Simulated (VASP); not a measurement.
# Co (P6_3/mmc) in VASP: notebook

Co is run at these levels: PBE; tasks: single point.

All numbers are computed with VASP 6.6.1; they aren't measurements. Logs are shortened: lines on timing, memory, paths and dates and some standing lists are left out, and cuts for length are marked.

## (1) The cell of the first run

It takes space group P6_3/mmc (No. 194, hexagonal). Conventional cell: a = 2.494 Å, b = 2.494 Å, c = 4.028 Å, α = 90.00°, β = 90.00°, γ = 120.00°. Co (site symmetry -6m2) has 12 Co at 2.48 to 2.49 Å within 3.3 Å.

## (2) Single point, PBE, collinear spin, ferromagnetic start

The input, INCAR:

```
PREC     = Accurate       # precision mode
ENCUT    = 520            # plane-wave cutoff, eV
EDIFF    = 1E-6           # SCF threshold, eV
ISMEAR   = 1              # smearing method
SIGMA    = 0.3            # smearing width, eV
LREAL    = F              # projectors in reciprocal space
LASPH    = T              # aspherical terms in the spheres
NELM     = 150            # most SCF steps
ALGO     = Normal         # electronic algorithm
ISIF     = 2              # what is computed and relaxed
LWAVE    = F              # write WAVECAR
LCHARG   = F              # write CHGCAR
ISPIN    = 2              # spin polarisation
MAGMOM   = 1.69 1.69      # initial moments
LORBIT   = 11             # projections on sites
LMAXMIX  = 4              # l up to which the mixer works
GGA      = PE             # functional
NBANDS   = 20             # bands
```

The input, KPOINTS:

```
Automatic mesh
0
Gamma
  14 14 8
```

The input, POSCAR:

```
Co
1.0
    2.4935221926      0.0000000000      0.0000000000
   -1.2467610963      2.1594535637      0.0000000000
    0.0000000000      0.0000000000      4.0277844638
Co
2
Direct
    0.3333333333      0.6666666667      0.2500000000
    0.6666666667      0.3333333333      0.7500000000
```

Potentials or basis: VASP PAW PBE potentials, release 64 (Co).

Launch:

```
$ cat potpaw_PBE.64/Co/POTCAR > POTCAR
$ mpirun -np 1 vasp_std > vasp.out
```

OUTCAR:

```text
PREC = Accurate
   ENCUT = 520
   EDIFF = 1E-6
   ISMEAR = 1
   LREAL = F
   LASPH = T
   NELM = 150
   ISIF = 2
   ISPIN = 2
   LORBIT = 11
   GGA = PE

 ion  position               nearest neighbor table
   1  0.333  0.667  0.250-   2 2.48   2 2.48   2 2.48   2 2.48   2 2.48   2 2.48
   2  0.667  0.333  0.750-   1 2.48   1 2.48   1 2.48   1 2.48   1 2.48   1 2.48

  LATTYP: Found a hexagonal cell.
 ALAT       =     2.4935221926
 C/A-ratio  =     1.6152992244

  Lattice vectors:

 A1 = (   2.4935221926,   0.0000000000,   0.0000000000)
 A2 = (  -1.2467610963,   2.1594535637,   0.0000000000)
 A3 = (   0.0000000000,   0.0000000000,   4.0277844638)

Analysis of symmetry for initial positions (statically):
=====================================================================
 Subroutine PRICEL returns:
 Original cell was already a primitive cell.

 Routine SETGRP: Setting up the symmetry group for a
 hexagonal supercell.

 Subroutine GETGRP returns: Found 24 space group operations
 (whereof 12 operations were pure point group operations)
 out of a pool of 24 trial point group operations.

The static configuration has the point symmetry D_3d.
 The point group associated with its full space group is D_6h.

Analysis of symmetry for dynamics (positions and initial velocities):
=====================================================================
 Subroutine PRICEL returns:
 Original cell was already a primitive cell.

 Routine SETGRP: Setting up the symmetry group for a
 hexagonal supercell.

 Subroutine GETGRP returns: Found 24 space group operations
 (whereof 12 operations were pure point group operations)
 out of a pool of 24 trial point group operations.

The dynamic configuration has the point symmetry D_3d.
 The point group associated with its full space group is D_6h.

Analysis of structural, dynamic, and magnetic symmetry:
=====================================================================
 Subroutine PRICEL returns:
 Original cell was already a primitive cell.

 Routine SETGRP: Setting up the symmetry group for a
 hexagonal supercell.

 Subroutine GETGRP returns: Found 24 space group operations
 (whereof 12 operations were pure point group operations)
 out of a pool of 24 trial point group operations.

The overall configuration has the point symmetry D_3d.
 The point group associated with its full space group is D_6h.

 Subroutine INISYM returns: Found 24 space group operations
 (whereof 12 operations are pure point group operations),
 and found     1 'primitive' translations

----------------------------------------------------------------------------------------

                                     Primitive cell

  volume of cell :      21.6882

  direct lattice vectors                    reciprocal lattice vectors
     2.493522193  0.000000000  0.000000000     0.401039142  0.231540056  0.000000000
    -1.246761096  2.159453564  0.000000000     0.000000000  0.463080113  0.000000000
     0.000000000  0.000000000  4.027784464     0.000000000  0.000000000  0.248275450

  length of vectors
     2.493522193  2.493522193  4.027784464     0.463080113  0.463080113  0.248275450

  position of ions in fractional coordinates (direct lattice)
     0.333333333  0.666666667  0.250000000
     0.666666667  0.333333333  0.750000000

  ion indices of the primitive-cell ions
   primitive index   ion index
                 1           1
                 2           2

----------------------------------------------------------------------------------------

 KPOINTS: Automatic mesh

Automatic generation of k-mesh.
 Grid dimensions read from file:
 generate k-points for:   14   14    8

 Generating k-lattice:

  Cartesian coordinates                     Fractional coordinates (reciprocal lattice)
     0.028645653  0.016538575  0.000000000     0.071428571  0.000000000  0.000000000
     0.000000000  0.033077151  0.000000000     0.000000000  0.071428571  0.000000000
     0.000000000  0.000000000  0.031034431     0.000000000  0.000000000  0.125000000

  Length of vectors
     0.033077151  0.033077151  0.031034431

  Shift w.r.t. Gamma in fractional coordinates (k-lattice)
     0.000000000  0.000000000  0.000000000

 Subroutine IBZKPT returns following result:
 ===========================================

 Found    120 irreducible k-points:

 Following reciprocal coordinates:
            Coordinates               Weight
  0.000000  0.000000  0.000000      1.000000
  0.071429  0.000000  0.000000      6.000000
  0.142857  0.000000  0.000000      6.000000
  0.214286 -0.000000  0.000000      6.000000
  0.285714 -0.000000  0.000000      6.000000
  0.357143  0.000000  0.000000      6.000000
[... 16 lines left out ...]
  0.285714  0.285714  0.000000      6.000000
  0.357143  0.285714  0.000000      6.000000
 [... further k-points ...]
   k-points           NKPTS =    120   k-points in BZ     NKDIM =    120   number of bands    NBANDS=     20
   number of dos      NEDOS =    301   number of ions     NIONS =      2
   total plane-waves  NPLWV =  12000
   dimension x,y,z NGX =    20 NGY =   20 NGZ =   30
   dimension x,y,z NGXF=    40 NGYF=   40 NGZF=   60
   ions per type =               2
   NGX,Y,Z   is equivalent  to a cutoff of  13.33, 13.33, 12.38 a.u.
   NGXF,Y,Z  is equivalent  to a cutoff of  26.67, 26.67, 24.76 a.u.
 SYSTEM =  unknown system
   PREC   = accura    normal or accurate (medium, high low for compatibility)
   ISTART =      0    job   : 0-new  1-cont  2-samecut
   ICHARG =      2    charge: 1-file 2-atom 10-const
   ISPIN  =      2    spin polarized calculation?
   LNONCOLLINEAR =      F non collinear calculations
   LSORBIT =      F    spin-orbit coupling
   LASPH  =      T    aspherical Exc in radial PAW
   ENCUT  =  520.0 eV  38.22 Ry    6.18 a.u.   4.64  4.64  7.49*2*pi/ulx,y,z
   NELM   =    150;   NELMIN=  2; NELMDL= -5     # of ELM steps
   EDIFF  = 0.1E-05   stopping-criterion for ELM
   LREAL  =      F    real-space projection
   EDIFFG = 0.1E-04   stopping-criterion for IOM
   NSW    =      0    number of steps for IOM
   IBRION =     -1    ionic relax: 0-MD 1-quasi-New 2-CG
   NFREE  =      0    steps in history (QN), initial steepest desc. (CG)
   ISIF   =      2    stress and relaxation
   ISYM   =      2    0-nonsym 1-usesym 2-fastsym
   POTIM  = 0.5000    time-step for ionic-motion
   TEBEG  =    0.0;   TEEND  =   0.0 temperature during run
   PSTRESS=    0.0 pullay stress
   NELECT =      18.0000    total number of electrons
   NUPDOWN=      -1.0000    fix difference up-down
   EMIN   =  10.00;   EMAX   =-10.00  energy-range for DOS
   EFERMI =   0.00;   METHOD = LEGACY
   ISMEAR =     1;   SIGMA  =   0.30  broadening in eV -4-tet -1-fermi 0-gaus
   EFERMI_NEDOS =   21; number of points for ismear=-14 and -15
   IALGO  =     38    algorithm
   IMIX   =      4    mixing-type and parameters
     AMIX     =   0.40;   BMIX     =  1.00
     AMIX_MAG =   1.60;   BMIX_MAG =  1.00
  volume/ion in A,a.u.               =      10.84        73.18
  Fermi-wavevector in a.u.,A,eV,Ry     =   1.538478  2.907301 32.203818  2.366914
  Thomas-Fermi vector in A             =   2.644841
   LORBIT       =     11    0 simple, 1 ext, 2 COOP (PROOUT), +10 PAW based schemes
   GGA     = PE    functional components
   LHFCALC =     F    Hartree Fock is set to
   AEXX    =    0.0000 exact exchange contribution
   IVDW    =     0    specifies the selected vdW correction
   LEPSILON=     F    determine dielectric tensor
   LRPA    =     F    only Hartree local field effects (RPA)
 spin polarized calculation
 Methfessel and Paxton  Order N= 1 SIGMA  =   0.30
  energy-cutoff  :      520.00
  volume of cell :       21.69
 maximum number of plane-waves:       597
 NGX is ok and might be reduce to    20
   NGX =  9   NGY =  9   NGZ = 15

 number of electron      17.9999996 magnetization       3.1774301

 Free energy of the ion-electron system (eV)
  ---------------------------------------------------
  ext. energy  EPLUGINS =         0.00000000
  ---------------------------------------------------
  free energy    TOTEN  =       -14.06574149 eV

  energy without entropy =      -14.06944608  energy(sigma->0) =      -14.06697635

 E-fermi :  10.2599     XC(G=0): -13.4065

 val. band max:       10.2574553950   @ k =   0.3571   0.1429   0.5000
 cond. band min:      10.2629029406   @ k =   0.3571   0.0714   0.0000
 fundamental gap:      0.0054475455
 Fermi energy:        10.2599102778

 spin component 1

 k-point     1 :       0.0000    0.0000    0.0000
  band No.  band energies     occupation
      1       1.3572      1.00000
      2       5.1414      1.00000
      3       7.6666      1.00000
      4       7.6828      1.00000
      5       7.6828      1.00000
      6       7.9959      1.00000
[... 12 lines left out ...]
     19      36.1433      0.00000
     20      36.1433      0.00000
[... 507 lines left out ...]
 k-point    24 :       0.3571    0.2857    0.0000
  band No.  band energies     occupation
      1       5.9640      1.00000
      2       6.2795      1.00000
      3       6.3254      1.00000
      4       6.6939      1.00000
      5       7.3729      1.00000
      6       7.4895      1.00000
[... 12 lines left out ...]
     19      27.0862      0.00000
     20      42.8902      0.00000

 [... further k-points ...]

 spin component 2

 k-point     1 :       0.0000    0.0000    0.0000
  band No.  band energies     occupation
      1       1.3425      1.00000
      2       6.0717      1.00000
      3       9.2827      1.00002
      4       9.3003      1.00003
      5       9.3003      1.00003
      6       9.6671      1.00863
[... 12 lines left out ...]
     19      36.4230      0.00000
     20      36.4230      0.00000
[... 507 lines left out ...]
 k-point    24 :       0.3571    0.2857    0.0000
  band No.  band energies     occupation
      1       7.2562      1.00000
      2       7.2761      1.00000
      3       7.4509      1.00000
      4       7.6280      1.00000
      5       8.8621      1.00000
      6       8.9600      1.00000
[... 12 lines left out ...]
     19      27.4574      0.00000
     20      43.0563      0.00000

 [... further k-points ...]
[... 5 lines left out ...]
  --------------------------------------------------------------------------------------
  -------------------------------------------------------------------------------------
  Total       -0.1019724     -0.1019724     -0.0951227     -0.0000000     -0.0000000      0.0000000
  in kB       -7.5330302     -7.5330302     -7.0270258     -0.0000000     -0.0000000      0.0000000
  external PRESSURE =      -7.3643621 kB  Pullay stress =       0.0000000 kB

 VOLUME and BASIS-vectors are now :
 -----------------------------------------------------------------------------
  energy-cutoff  :      520.00
  volume of cell :       21.69
      direct lattice vectors                 reciprocal lattice vectors
     2.493522193  0.000000000  0.000000000     0.401039142  0.231540056  0.000000000
    -1.246761096  2.159453564  0.000000000     0.000000000  0.463080113  0.000000000
     0.000000000  0.000000000  4.027784464     0.000000000  0.000000000  0.248275450

 POSITION                                       TOTAL-FORCE (eV/Angst)
 -----------------------------------------------------------------------------------
     -0.00000      1.43964      1.00695         0.000000      0.000000      0.000000
      1.24676      0.71982      3.02084        -0.000000     -0.000000      0.000000
 -----------------------------------------------------------------------------------
    total drift:                               -0.000000      0.000000     -0.000000

  FREE ENERGIE OF THE ION-ELECTRON SYSTEM (eV)
  ---------------------------------------------------
  free  energy   TOTEN  =       -14.0657414872 eV

  energy  without entropy=      -14.0694460841  energy(sigma->0) =      -14.06697635

 total charge

# of ion       s       p       d       tot
------------------------------------------
    1        0.488   0.521   7.266   8.274
    2        0.488   0.521   7.266   8.274
--------------------------------------------------
tot          0.976   1.041  14.531  16.549

 magnetization (x)

# of ion       s       p       d       tot
------------------------------------------
    1       -0.016  -0.056   1.681   1.610
    2       -0.016  -0.056   1.681   1.610
--------------------------------------------------
tot         -0.031  -0.111   3.362   3.219
```

Wall time 51 s (1 thread of Intel Xeon 6975P-C (Granite Rapids), shared host); peak memory 0.19 GiB.

What came out:

```
Free energy                                           : -14.0657 eV
Pressure                                              : -0.7 GPa
Net moment                                            : 3.18 μB per cell
Site moments                                          : Co +1.61 μB
Valence electrons inside the program's atomic spheres : Co 8.27
```

Levels at points of the mesh, in eV from the Fermi level:
Spin up:
```csv
k point,band 8,band 9,band 10,band 11,band 12,band 13
"(0.00, 0.00, 0.00)",-1.92,-1.92,-0.82,-0.82,-0.05,6.39
"(0.50, 0.00, 0.00)",-0.69,-0.59,-0.54,1.31,3.32,9.71
"(0.00, 0.00, 0.50)",-2.65,-1.13,-1.13,-1.13,-1.13,15.07
"(0.50, 0.00, 0.50)",-1.05,-0.60,-0.60,1.61,1.61,7.27
```
Spin down:
```
           k point  band 4  band 5  band 6  band 7  band 8  band 9  band 10  band 11
(0.00, 0.00, 0.00)   -0.96   -0.96   -0.59   -0.59   -0.18   -0.18    -0.13     1.05
(0.50, 0.00, 0.00)   -1.86   -1.12   -1.03   -0.61    1.17    1.31     1.34     2.53
(0.00, 0.00, 0.50)   -1.53   -1.03   -1.03   -1.03   -1.03    0.71     0.71     0.71
(0.50, 0.00, 0.50)   -2.37   -0.06   -0.06    0.25    0.25    1.27     1.27     2.21
```

Caveat: so wide a smearing shifts energies and pressures.

[end of part 1 of 2]
